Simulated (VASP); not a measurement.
## MoS2: single point with BLYP

MoS2, a slab with vacuum:

```xyz
9
Lattice="3.1840 0.0000 0.0000 -1.5920 2.7574 0.0000 0.0000 0.0000 28.3873" Properties=species:S:1:pos:R:3 pbc="T T T"
Mo    0.0000    1.8383    6.4770
Mo    0.0000    1.8383   21.9103
Mo    1.5920    0.9191    0.0000
S     1.5920    0.9191    4.9250
S     1.5920    0.9191   20.3590
S     0.0000    1.8383   26.8355
S     1.5920    0.9191    8.0283
S     1.5920    0.9191   23.4623
S     0.0000    1.8383    1.5518
```

```json
{
 "Program": "VASP 6.6.1",
 "Task": "single point",
 "Functional": "BLYP",
 "Potentials or basis": "VASP PAW PBE potentials, release 64 (Mo_sv, S)",
 "Cutoff": "520 eV",
 "k mesh": "10 × 10 × 1",
 "Occupations": "fermi-dirac, width 0.05 eV",
 "Spin": "no spin polarisation",
 "Dipole correction": "no",
 "Further INCAR settings": "ALGO = Normal; EDIFF = 1e-06; NBANDS = 49"
}
```

* Largest force: 0.729 eV/Å
* Band gap on the k mesh: 1.30 eV (least direct gap 1.87 eV)

Forces in eV/Å, atoms in the order of the input:
```
Mo   0.000  0.000  0.009
Mo   0.000  0.000 -0.009
Mo   0.000  0.000  0.000
S    0.000  0.000 -0.618
S    0.000  0.000 -0.729
S    0.000  0.000 -0.620
S    0.000  0.000  0.729
S    0.000  0.000  0.618
S    0.000  0.000  0.620
```

Levels at points of the mesh, in eV from the valence-band top:
```
           k point  band 35  band 36  band 37  band 38  band 39  band 40  band 41  band 42  band 43  band 44
(0.00, 0.00, 0.00)    -2.00    -1.63    -0.63    -0.27     0.00     2.30     2.30     2.31     2.31     2.32
(0.50, 0.00, 0.00)    -1.45    -1.42    -1.02    -1.00    -0.99     1.73     1.74     1.75     2.21     2.27
```

Wall time 6.6 min on 1 thread of Intel(R) Xeon(R) Platinum 8259CL CPU @ 2.50GHz (Skylake/Cascade Lake), with other jobs on the host, peak memory 0.4 GiB.

Caveat: there is no dipole correction, which matters where the two faces differ; the PAW data sets were made with another functional, which shifts forces and pressure a little.
